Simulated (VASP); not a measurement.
# Hg (C2/m) in VASP: notebook

Aim: see how the results for Hg move with the level of theory and the settings. Levels: PBE+D3(BJ)+U, PBE+U, PBE. Tasks: single point.

Program: VASP 6.6.1. These are calculated values, not measurements. Logs are shortened: lines on timing, memory, paths and dates and some standing lists are left out, and cuts for length are marked.

### Step 1. The cell of the first run

Symmetry: C2/m, No. 12, monoclinic system. Conventional cell: a = 4.468 Å, b = 4.092 Å, c = 3.060 Å, α = 90.00°, β = 96.54°, γ = 90.00°. Hg (site symmetry 2/m) has 6 Hg at 3.03 to 3.06 Å within 4.0 Å.

### Step 2. Single point, PBE+D3(BJ)+U

File INCAR:

```
ALGO     = Fast           # electronic algorithm
EDIFF    = 1E-6           # SCF threshold, eV
ENCUT    = 520            # plane-wave cutoff, eV
GGA      = PE             # functional
ISIF     = 2              # what is computed and relaxed
ISMEAR   = 0              # smearing method
IVDW     = 12             # dispersion correction
LASPH    = True           # aspherical terms in the spheres
LCHARG   = False          # write CHGCAR
LDAU     = True           # DFT+U
LDAUJ    = 0            
LDAUL    = 2              # shell
LDAUPRINT= 1            
LDAUTYPE = 2            
LDAUU    = 4.3            # U, eV
LREAL    = False          # projectors in reciprocal space
LWAVE    = False          # write WAVECAR
NBANDS   = 12             # bands
NELECT   = 11.0         
NELM     = 150            # most SCF steps
PREC     = Accurate       # precision mode
SIGMA    = 0.1            # smearing width, eV
```

File KPOINTS:

```
k-points
0
Gamma
  6 6 6
```

File POSCAR:

```
Hg
1.0
    2.2339762741     -2.0458582601      0.0000000000
    2.2339762741      2.0458582601      0.0000000000
   -0.3487351701      0.0000000000      3.0398006871
Hg
1
Direct
    0.5000000000      0.5000000000      0.5000000000
```

Potentials or basis: VASP PAW PBE potentials, release 64 (Hg).

The run is started by

```bash
$ cat potpaw_PBE.64/Hg/POTCAR > POTCAR
$ mpirun -np 1 vasp_std > vasp.out
```

OUTCAR:

```text
EDIFF = 1E-6
   ENCUT = 520
   GGA = PE
   ISIF = 2
   ISMEAR = 0
   IVDW = 12
   LASPH = True
   LREAL = False
   NELECT = 11.0
   NELM = 150
   PREC = Accurate
 IVDW          = 12

 ion  position               nearest neighbor table
   1  0.500  0.500  0.500-

  LATTYP: Found a base centered monoclinic cell.
 ALAT       =     4.4679525482
 B/A-ratio  =     0.9157922955
 C/A-ratio  =     0.6848191074
 COS(beta)  =    -0.1139754530

  Lattice vectors:

 A1 = (   2.2339762741,  -2.0458582601,   0.0000000000)
 A2 = (   2.2339762741,   2.0458582601,   0.0000000000)
 A3 = (  -0.3487351701,   0.0000000000,   3.0398006871)

Analysis of symmetry for initial positions (statically):
=====================================================================
 Subroutine PRICEL returns:
 Original cell was already a primitive cell.

 Routine SETGRP: Setting up the symmetry group for a
 base centered monoclinic supercell.

 Subroutine GETGRP returns: Found  4 space group operations
 (whereof  4 operations were pure point group operations)
 out of a pool of  4 trial point group operations.

The static configuration has the point symmetry C_2h.

Analysis of symmetry for dynamics (positions and initial velocities):
=====================================================================
 Subroutine PRICEL returns:
 Original cell was already a primitive cell.

 Routine SETGRP: Setting up the symmetry group for a
 base centered monoclinic supercell.

 Subroutine GETGRP returns: Found  4 space group operations
 (whereof  4 operations were pure point group operations)
 out of a pool of  4 trial point group operations.

The dynamic configuration has the point symmetry C_2h.

 Subroutine INISYM returns: Found  4 space group operations
 (whereof  4 operations are pure point group operations),
 and found     1 'primitive' translations

----------------------------------------------------------------------------------------

                                     Primitive cell
[... 152 lines left out ...]

 occupancies and eigenvectors

  o =  0.9551  v = -1.0000 -0.0045  0.0000  0.0000  0.0000  0.0000  0.0000  0.0000  0.0000  0.0000      0.0000  0.0000  0.0000  0.0000  0.0000  0.0000  0.0000  0.0000  0.0000  0.0000
  o =  0.9551  v =  0.0000  0.0000  0.0000  0.0000  0.0000 -1.0000 -0.0045  0.0000  0.0000  0.0000      0.0000  0.0000  0.0000  0.0000  0.0000  0.0000  0.0000  0.0000  0.0000  0.0000
  o =  0.9575  v =  0.0000  0.0000  0.9899 -0.1349 -0.0429  0.0000  0.0000  0.0000  0.0000  0.0000      0.0000  0.0000  0.0000  0.0000  0.0000  0.0000  0.0000  0.0000  0.0000  0.0000
  o =  0.9575  v =  0.0000  0.0000  0.0000  0.0000  0.0000  0.0000  0.0000  0.9899 -0.1349 -0.0429      0.0000  0.0000  0.0000  0.0000  0.0000  0.0000  0.0000  0.0000  0.0000  0.0000
  o =  0.9679  v =  0.0000  0.0000  0.0473  0.6007 -0.7980  0.0000  0.0000  0.0000  0.0000  0.0000      0.0000  0.0000  0.0000  0.0000  0.0000  0.0000  0.0000  0.0000  0.0000  0.0000
  o =  0.9679  v =  0.0000  0.0000  0.0000  0.0000  0.0000  0.0000  0.0000  0.0473  0.6007 -0.7980      0.0000  0.0000  0.0000  0.0000  0.0000  0.0000  0.0000  0.0000  0.0000  0.0000
  o =  0.9681  v =  0.0000  0.0000  0.1334  0.7880  0.6011  0.0000  0.0000  0.0000  0.0000  0.0000      0.0000  0.0000  0.0000  0.0000  0.0000  0.0000  0.0000  0.0000  0.0000  0.0000
  o =  0.9681  v =  0.0000  0.0000  0.0000  0.0000  0.0000  0.0000  0.0000  0.1334  0.7880  0.6011      0.0000  0.0000  0.0000  0.0000  0.0000  0.0000  0.0000  0.0000  0.0000  0.0000
  o =  0.9682  v = -0.0045  1.0000  0.0000  0.0000  0.0000  0.0000  0.0000  0.0000  0.0000  0.0000      0.0000  0.0000  0.0000  0.0000  0.0000  0.0000  0.0000  0.0000  0.0000  0.0000
  o =  0.9682  v =  0.0000  0.0000  0.0000  0.0000  0.0000 -0.0045  1.0000  0.0000  0.0000  0.0000      0.0000  0.0000  0.0000  0.0000  0.0000  0.0000  0.0000  0.0000  0.0000  0.0000

 number of electron      11.0000004 magnetization

 Free energy of the ion-electron system (eV)
  ---------------------------------------------------
  ext. energy  EPLUGINS =         0.00000000
  ---------------------------------------------------
  free energy    TOTEN  =         0.67496246 eV

  energy without entropy =        0.67797852  energy(sigma->0) =        0.67647049

 E-fermi :  -1.0185     XC(G=0):  -8.9335

 val. band max:       -1.0592324812   @ k =   0.1667   0.0000   0.5000
 cond. band min:      -1.0153962959   @ k =  -0.3333   0.1667   0.3333
 fundamental gap:      0.0438361853
 Fermi energy:        -1.0184838201

 k-point     1 :       0.0000    0.0000    0.0000
  band No.  band energies     occupation
      1      -7.9260      2.00000
      2      -7.8811      2.00000
      3      -6.2517      2.00000
      4      -6.2387      2.00000
      5      -6.2308      2.00000
      6      -5.7048      2.00000
      7      12.2155      0.00000
      8      12.5345      0.00000
      9      12.6634      0.00000
     10      16.2343      0.00000
     11      16.6070      0.00000
     12      16.7521      0.00000
[... 331 lines left out ...]
 k-point    24 :      -0.1667    0.1667    0.1667
  band No.  band energies     occupation
      1      -7.4766      2.00000
      2      -7.4092      2.00000
      3      -6.5621      2.00000
      4      -6.4979      2.00000
      5      -6.4458      2.00000
      6      -4.0513      2.00000
      7       9.0378      0.00000
      8       9.6797      0.00000
      9      10.0517      0.00000
     10      18.6310      0.00000
     11      20.7249      0.00000
     12      21.5924      0.00000

 [... further k-points ...]

------------------------ aborting loop because EDIFF is reached ----------------------------------------

 Edisp (eV)   -0.38074

 E8    (eV) :    -0.1743

  FORCE on cell =-STRESS in cart. coord.  units (eV):
  Direction    XX          YY          ZZ          XY          YZ          ZX
  --------------------------------------------------------------------------------------
  -------------------------------------------------------------------------------------
  Total      -6.65503    -6.76559    -6.44573     0.00000     0.00000    -0.09175
  in kB    -383.73500  -390.10979  -371.66656     0.00000     0.00000    -5.29039
  external pressure =     -381.84 kB  Pullay stress =        0.00 kB

 VOLUME and BASIS-vectors are now :
 -----------------------------------------------------------------------------
  energy-cutoff  :      520.00
  volume of cell :       27.79
      direct lattice vectors                 reciprocal lattice vectors
     2.233976274 -2.045858260  0.000000000     0.223816164 -0.244396208  0.025676870
     2.233976274  2.045858260  0.000000000     0.223816164  0.244396208  0.025676870
    -0.348735170  0.000000000  3.039800687     0.000000000  0.000000000  0.328968937

 POSITION                                       TOTAL-FORCE (eV/Angst)
 -----------------------------------------------------------------------------------
      2.05961      0.00000      1.51990         0.000000      0.000000      0.000000
 -----------------------------------------------------------------------------------
    total drift:                               -0.000000     -0.000000     -0.000000

  FREE ENERGIE OF THE ION-ELECTRON SYSTEM (eV)
  ---------------------------------------------------
  free  energy   TOTEN  =         0.2942198479 eV

  energy  without entropy=        0.2972359071  energy(sigma->0) =        0.29572788
```

OSZICAR:

```text
N       E                     dE             d eps       ncg     rms          rms(c)
DAV:   1     0.709752410840E+02    0.70975E+02   -0.55250E+03  1640   0.804E+02
DAV:   2     0.235921380013E+01   -0.68616E+02   -0.65303E+02  1824   0.204E+02
DAV:   3     0.775526055881E+00   -0.15837E+01   -0.15825E+01  1928   0.385E+01
DAV:   4     0.773347295756E+00   -0.21788E-02   -0.21787E-02  1788   0.147E+00
DAV:   5     0.773343374226E+00   -0.39215E-05   -0.39214E-05  1936   0.577E-02    0.343E+00
RMM:   6     0.704027258065E+00   -0.69316E-01   -0.62728E-01  1641   0.591E+00    0.957E-01
RMM:   7     0.688667738825E+00   -0.15360E-01   -0.93441E-03  1742   0.815E-01    0.616E-01
RMM:   8     0.674761223786E+00   -0.13907E-01   -0.18108E-02  1686   0.152E+00    0.255E-01
RMM:   9     0.675133527814E+00    0.37230E-03   -0.11463E-03  1793   0.284E-01    0.108E-01
RMM:  10     0.674980640034E+00   -0.15289E-03   -0.56614E-04  1774   0.199E-01    0.191E-02
RMM:  11     0.674961375253E+00   -0.19265E-04   -0.26199E-05  1777   0.351E-02    0.160E-02
RMM:  12     0.674962543532E+00    0.11683E-05   -0.42049E-06  1832   0.200E-02    0.322E-03
RMM:  13     0.674962456010E+00   -0.87522E-07   -0.18330E-07  1307   0.440E-03
   1 F= 0.29421985E+00 E0= 0.29572788E+00  d E =-.301606E-02
```

Wall time 20 s (1 thread of Intel Xeon 8259CL, shared host); peak memory 0.16 GiB.

What came out:

* Free energy: 0.2942 eV
* Dispersion energy per atom: -0.381 eV

Eigenvalues of the final occupation matrices:
```
    site  spin  trace               eigenvalues
site 1 d     1   4.82  0.96 0.96 0.97 0.97 0.97
site 1 d     2   4.82  0.96 0.96 0.97 0.97 0.97
```

Caveat: the cell carries a net charge on a neutralising background, which shifts energy and pressure; the cell is charged against a uniform background, so pressure and absolute levels hang on convention; three body term missing; spin-orbit coupling is left out, which moves the levels of the heavy elements; U without spin polarisation on a metal has little footing; pairwise dispersion overbinds metals, which lowers pressure and volume; the U is typed as a test and isn't derived for this compound.

### Step 3. Single point, PBE+U

File INCAR:

```
SYSTEM = Hg
PREC = Accurate ; ENCUT = 520
EDIFF = 1E-6 ; ISMEAR = 0
SIGMA = 0.1 ; LREAL = .False.
LASPH = .True. ; NELM = 150
ALGO = Normal ; ISIF = 2
LWAVE = .False. ; LCHARG = .False.
LDAU = .True. ; LDAUTYPE = 1
LDAUL = 2 ; LDAUU = 8.8
LDAUJ = 0.41 ; LDAUPRINT = 1
GGA = PE ; NBANDS = 12
```

File KPOINTS:

```
Automatic mesh
0
Gamma
  6 6 6
  0 0 0
```

POSCAR is that of step 2.

Potentials or basis: VASP PAW PBE potentials, release 64 (Hg).

The run is started by

```bash
$ cat potpaw_PBE.64/Hg/POTCAR > POTCAR
$ mpirun -np 1 vasp_std > vasp.out
```

Run time: 16 s. Hardware: 1 thread of Intel Xeon 8259CL, shared host; peak memory 0.15 GiB.

Results (log left out):

```
Free energy            : 1.0891 eV
Pressure               : -0.7 GPa
Band gap on the k mesh : zero (band 6 reaches 5.16 eV, above the bottom of band 7 at 0.20 eV)
```

Stress tensor (GPa, compression positive):
```
 0.02  0.00 -0.39
 0.00 -0.81  0.00
-0.39  0.00 -1.21
```

Levels at points of the mesh, in eV from the Fermi level:
```csv
k point,band 2,band 3,band 4,band 5,band 6,band 7,band 8,band 9,band 10,band 11
"(0.00, 0.00, 0.00)",-11.72,-10.06,-10.04,-10.02,-7.76,10.10,10.42,10.51,12.13,12.32
"(0.50, 0.00, 0.00)",-10.85,-10.54,-10.41,-10.00,-3.38,-1.22,13.02,13.30,14.31,15.49
"(0.50, 0.50, 0.00)",-11.16,-10.45,-10.43,-9.54,0.38,1.39,2.64,6.21,15.29,16.70
"(0.00, 0.00, 0.50)",-10.88,-10.50,-10.39,-9.99,-3.54,-1.26,13.27,13.28,14.39,15.61
"(0.50, 0.00, 0.50)",-11.23,-10.43,-10.40,-9.57,0.24,1.35,2.53,6.13,15.49,16.89
"(0.50, 0.50, 0.50)",-11.14,-11.11,-9.55,-9.52,3.70,4.16,5.84,5.84,8.77,9.19
```

Eigenvalues of the final occupation matrices:
```
    site  spin  trace               eigenvalues
site 1 d     1   5.05  1.01 1.01 1.01 1.01 1.02
site 1 d     2   5.05  1.01 1.01 1.01 1.01 1.02
```

Caveat: spin-orbit coupling is left out, which moves the levels of the heavy elements; U without spin polarisation on a metal has little footing; the U is typed as a test and isn't derived for this compound.

### Step 4. Single point, PBE, collinear spin, ferromagnetic start

This run uses another cell than the first one, of 31.68 Å³/atom, 1.140 times its volume.

File INCAR:

```
SYSTEM = Hg
PREC = Accurate ; ENCUT = 520
EDIFF = 1E-6 ; ISMEAR = 0
SIGMA = 0.1 ; LREAL = .False.
LASPH = .True. ; NELM = 150
ALGO = Fast ; ISIF = 2
LWAVE = .False. ; LCHARG = .True.
ISPIN = 2 ; MAGMOM = 1
LORBIT = 11 ; GGA = PE
LELF = .True. ; LVHAR = .True.
NBANDS = 16
```

File KPOINTS:

```
regular mesh
0
Gamma
  6 6 6
  0 0 0
```

File POSCAR:

```
Hg
1.0
    2.3337097474     -2.1371934066      0.0000000000
    2.3337097474      2.1371934066      0.0000000000
   -0.3643040775      0.0000000000      3.1755093265
Hg
1
Direct
    0.5000000000      0.5000000000      0.5000000000
```

The run is started by

```bash
$ cat potpaw_PBE.64/Hg/POTCAR > POTCAR
$ mpirun -np 1 vasp_std > vasp.out
```

It took 66 s on 1 thread of Intel Xeon 8259CL, shared host; peak memory 0.18 GiB.

The run converged. Its results:

* Free energy: -0.1596 eV
* Pressure: -1.0 GPa
* Band gap on the k mesh: zero (filled and empty bands overlap)
* Net moment: 0.00 μB per cell
* Valence electrons inside the program's atomic spheres: Hg 10.42

Stress tensor (GPa, compression positive):
```
-1.03  0.00 -0.08
 0.00 -0.91  0.00
-0.08  0.00 -0.92
```

Levels at points of the mesh, in eV from the Fermi level:
Spin up:
| k point | band 2 | band 3 | band 4 | band 5 | band 6 | band 7 | band 8 | band 9 | band 10 | band 11 |
| --- | --- | --- | --- | --- | --- | --- | --- | --- | --- | --- |
| (0.00, 0.00, 0.00) | -7.28 | -7.23 | -5.83 | -5.82 | -5.79 | 9.11 | 9.39 | 9.57 | 12.29 | 13.99 |
| (0.50, 0.00, 0.00) | -6.96 | -6.27 | -6.19 | -5.78 | -2.88 | -1.00 | 11.74 | 12.02 | 14.52 | 15.03 |
| (0.50, 0.50, 0.00) | -6.93 | -6.19 | -6.17 | -5.34 | -0.01 | 1.24 | 2.36 | 7.13 | 13.93 | 17.21 |
| (0.00, 0.00, 0.50) | -7.01 | -6.24 | -6.17 | -5.77 | -3.02 | -1.03 | 11.95 | 12.00 | 14.64 | 15.04 |
| (0.50, 0.00, 0.50) | -6.99 | -6.17 | -6.14 | -5.37 | -0.13 | 1.22 | 2.27 | 7.05 | 14.11 | 17.35 |
| (0.50, 0.50, 0.50) | -6.85 | -6.83 | -5.36 | -5.32 | 2.86 | 3.23 | 5.09 | 5.10 | 8.98 | 9.69 |
Spin down:
```
           k point  band 2  band 3  band 4  band 5  band 6  band 7  band 8  band 9  band 10  band 11
(0.00, 0.00, 0.00)   -7.28   -7.23   -5.83   -5.82   -5.79    9.11    9.39    9.57    12.29    13.99
(0.50, 0.00, 0.00)   -6.96   -6.27   -6.19   -5.78   -2.88   -1.00   11.74   12.02    14.52    15.03
(0.50, 0.50, 0.00)   -6.93   -6.19   -6.17   -5.34   -0.01    1.24    2.36    7.13    13.93    17.21
(0.00, 0.00, 0.50)   -7.01   -6.24   -6.17   -5.77   -3.02   -1.03   11.95   12.00    14.64    15.04
(0.50, 0.00, 0.50)   -6.99   -6.17   -6.14   -5.37   -0.13    1.22    2.27    7.05    14.11    17.35
(0.50, 0.50, 0.50)   -6.85   -6.83   -5.36   -5.32    2.86    3.23    5.09    5.10     8.98     9.69
```

Caveat: spin-orbit coupling is left out, which moves the levels of the heavy elements.
